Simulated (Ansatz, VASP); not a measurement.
**AlP in VASP and in Ansatz**

```xyz
2
Lattice="0.0000 2.7535 2.7535 2.7535 0.0000 2.7535 2.7535 2.7535 0.0000" Properties=species:S:1:pos:R:3 pbc="T T T"
Al    0.0000    0.0000    0.0000
P     1.3767    1.3767    1.3767
```

Alike in both runs: functional PBE; k mesh 8 × 8 × 8; occupations gaussian, width 0.02 eV; no spin polarisation.

Ansatz relaxed the structure, and its values are those at the end. VASP's run is a single point on that final structure, the one shown.

```csv
,VASP,Ansatz
version,VASP 6.6.1,Ansatz 0.2.0
potentials or method,"VASP PAW PBE potentials, release 64 (Al, P), cutoff 500 eV","scalar-relativistic, plane waves, PAW"
valence electrons in the cell,8,8
```

```csv
,VASP,Ansatz,Ansatz less VASP
gap on the k mesh at the Fermi level (eV),1.63,1.63,+0.002
least direct gap on the mesh (eV),3.09,3.09,+0.003
pressure (GPa),-0.1,0.0,+0.07
```
